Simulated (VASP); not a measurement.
## MoSe2: single point with LDA

MoSe2:

```xyz
6
Lattice="3.3148 0.0000 0.0000 -1.6574 2.8707 0.0000 0.0000 0.0000 16.9611" Properties=species:S:1:pos:R:3 pbc="T T T"
Mo    0.0000    1.9138    4.2403
Mo    1.6574    0.9569   12.7208
Se    0.0000    1.9138   11.0509
Se    1.6574    0.9569    2.5703
Se    0.0000    1.9138   14.3908
Se    1.6574    0.9569    5.9103
```

- Program: VASP 6.6.1
- Task: single point
- Functional: LDA
- Potentials or basis: VASP PAW LDA potentials, release 64 (Mo_sv, Se)
- Cutoff: 500 eV
- k mesh: 8 × 8 × 2
- Occupations: tetrahedron
- Spin: non-collinear spin, typed start, spin-orbit coupling
- Starting moments: [[0.0, 0.0, 2.0], [0.0, 0.0, 2.0], [0.0, 0.0, 0.0], [0.0, 0.0, 0.0], [0.0, 0.0, 0.0], [0.0, 0.0, 0.0]] μB

The pressure is -4.4 GPa, the largest force is 0.555 eV/Å and the net moment is 0.00 μB per cell. The valence electrons inside the program's atomic spheres are Mo 12.39; Se 3.86.

Forces on the atoms (eV/Å):
```
Mo   0.000  0.000  0.000
Mo   0.000  0.000  0.000
Se   0.000  0.000  0.555
Se   0.000  0.000  0.555
Se   0.000  0.000 -0.555
Se   0.000  0.000 -0.555
```

Stress tensor (GPa, compression positive):
```
-4.64  0.00  0.00
 0.00 -4.64  0.00
 0.00  0.00 -3.99
```

Moments on the atoms (μB; x, y, z):
```
Mo  0.00 0.00 0.00
Mo  0.00 0.00 0.00
Se  0.00 0.00 0.00
Se  0.00 0.00 0.00
Se  0.00 0.00 0.00
Se  0.00 0.00 0.00
```

Wall time 3.6 min on 4 MPI ranks on Oxide Virtual Turin-like Processor, with other jobs on the host, peak memory 0.66 GiB a rank.

Caveat: the cell stands under tension.
